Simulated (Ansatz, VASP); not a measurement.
**AlN: VASP beside Ansatz**

Contents of INCAR:

```
SYSTEM = AlN
PREC = Accurate
ENCUT = 520
EDIFF = 1E-7
ISMEAR = 0
SIGMA = 0.05
LREAL = .FALSE.
LASPH = .TRUE.
NELM = 80
ALGO = Normal
ISIF = 2
LWAVE = .FALSE.
LCHARG = .FALSE.
GGA = PE
NBANDS = 26
```

KPOINTS

```
regular mesh
0
G
  8 8 3
  0 0 0
```

File POSCAR:

```
AlN
1.0
   -3.1110021516      0.0000000000      0.0000000000
   -1.5555010758     -2.6942068945      0.0000000000
   -1.5553455257     -0.8979791579      9.9560000000
Al N
4 4
Direct
    0.0321134583      0.0321134583      0.9037500000
    0.1987634583      0.1987634583      0.4037500000
    0.6154217917      0.6154217917      0.1537500000
    0.4487717917      0.4487717917      0.6537500000
    0.3012532083      0.3012532083      0.0962500000
    0.1346032083      0.1346032083      0.5962500000
    0.5512615417      0.5512615417      0.3462500000
    0.3846115417      0.3846115417      0.8462500000
```

Input for Ansatz:

```yaml
crystal:
  lattice:
    - [-3.1110021516, 0.0, 0.0]
    - [-1.5555010758, -2.6942068945, 0.0]
    - [-1.5553455257, -0.8979791579, 9.956]
  atoms:
    - { symbol: Al, position: [0.0321134583, 0.0321134583, 0.90375] }
    - { symbol: Al, position: [0.1987634583, 0.1987634583, 0.40375] }
    - { symbol: Al, position: [0.6154217917, 0.6154217917, 0.15375] }
    - { symbol: Al, position: [0.4487717917, 0.4487717917, 0.65375] }
    - { symbol: "N", position: [0.3012532083, 0.3012532083, 0.09625] }
    - { symbol: "N", position: [0.1346032083, 0.1346032083, 0.59625] }
    - { symbol: "N", position: [0.5512615417, 0.5512615417, 0.34625] }
    - { symbol: "N", position: [0.3846115417, 0.3846115417, 0.84625] }
basis:
  ecutwfc: 420
kpoints:
  mp_grid: { grid: [8, 8, 3] }
hamiltonian:
  xc: pbe
scf:
  occupations: { method: gaussian, width: 0.05 }
output:
  forces: true
  stress: true
  eigenvalues: true
```

Alike in both runs: task single point; functional PBE; k mesh 8 × 8 × 3; occupations gaussian, width 0.05 eV; no spin polarisation.

```csv
,VASP,Ansatz
version,VASP 6.6.1,Ansatz 0.2.0
potentials or method,"VASP PAW PBE potentials, release 64 (Al, N), cutoff 520 eV","scalar-relativistic, plane waves, PAW"
valence electrons in the cell,32,32
```

```csv
,VASP,Ansatz,Ansatz less VASP
gap on the k mesh at the Fermi level (eV),2.59,2.58,-0.005
least direct gap on the mesh (eV),2.62,2.61,-0.005
pressure (GPa),3.3,3.6,+0.24
"traceless stress, the component that is largest in VASP (GPa)",9.60,9.56,-0.032
rms of the force components (eV/Å),0.428,0.429,+0.0004
```

Atom by atom the forces differ by 0.004 eV/Å (rms over components). With one functional, cell and mesh, what is left measures potentials, basis and numerics.
